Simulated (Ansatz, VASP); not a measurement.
This is a calculation of AlN for Ansatz 0.2.0.

File input.yaml:

```yaml
crystal:
  lattice:
    - [3.1336164949, 0.0, 0.0]
    - [-1.5668082474, 2.7137914903, 0.0]
    - [0.0, 0.0, 5.0139877163]
  atoms:
    - { symbol: Al, position: [0.6666666667, 0.3333333333, 0.5] }
    - { symbol: Al, position: [0.3333333333, 0.6666666667, 0.0] }
    - { symbol: "N", position: [0.6666666667, 0.3333333333, 0.88] }
    - { symbol: "N", position: [0.3333333333, 0.6666666667, 0.38] }
hamiltonian:
  xc: lda
  pseudopotentials: { kind: paw }
kpoints:
  mp_grid: { grid: [10, 10, 6] }
scf:
  occupations: { method: fermi_dirac, width: 0.05 }
output:
  forces: true
  stress: true
  eigenvalues: true
```

Potentials or basis: Ansatz PAW.

Launch:

```console
$ ansatz run input.yaml --threads 2 --pin off --max-ram 5120MiB --backend cpu --events-out ev --progress --plain --runs-dir out
```

Q: Translate it to VASP 6.6.1. Potentials there: VASP PAW LDA potentials, release 64 (Al, N).

A: As run (the cutoff follows the program's own potentials):

INCAR

```
SYSTEM = AlN
PREC = Accurate ; ENCUT = 520
EDIFF = 1E-6 ; ISMEAR = -1
SIGMA = 0.05 ; LREAL = .False.
LASPH = .True. ; NELM = 100
ALGO = Normal ; ISIF = 2
LWAVE = .False. ; LCHARG = .True.
LELF = .True. ; LVHAR = .True.
NBANDS = 16
```

File KPOINTS:

```
Automatic mesh
0
Gamma
  10 10 6
  0 0 0
```

POSCAR

```
AlN
1.0
    3.1336164949      0.0000000000      0.0000000000
   -1.5668082474      2.7137914903      0.0000000000
    0.0000000000      0.0000000000      5.0139877163
Al N
2 2
Direct
    0.6666666667      0.3333333333      0.5000000000
    0.3333333333      0.6666666667      0.0000000000
    0.6666666667      0.3333333333      0.8800000000
    0.3333333333      0.6666666667      0.3800000000
```

Potentials or basis: VASP PAW LDA potentials, release 64 (Al, N).

The run is started by

```bash
$ cat potpaw_LDA.64/Al/POTCAR potpaw_LDA.64/N/POTCAR > POTCAR
$ mpirun -np 1 vasp_std > vasp.out
```

Both were run:

|  | VASP | Ansatz | Ansatz less VASP |
| --- | --- | --- | --- |
| gap on the k mesh at the Fermi level (eV) | 4.07 | 4.07 | -0.006 |
| least direct gap on the mesh (eV) | 4.07 | 4.07 | -0.006 |
| pressure (GPa) | -7.8 | -8.3 | -0.47 |
| traceless stress, the component that is largest in VASP (GPa) | 1.21 | 1.18 | -0.025 |
| rms of the force components (eV/Å) | 0.061 | 0.059 | -0.0015 |

LDA's correlation is that of Perdew and Zunger in VASP and of Perdew and Wang (1992) in Ansatz. Atom by atom the forces differ by 0.001 eV/Å (rms over components).
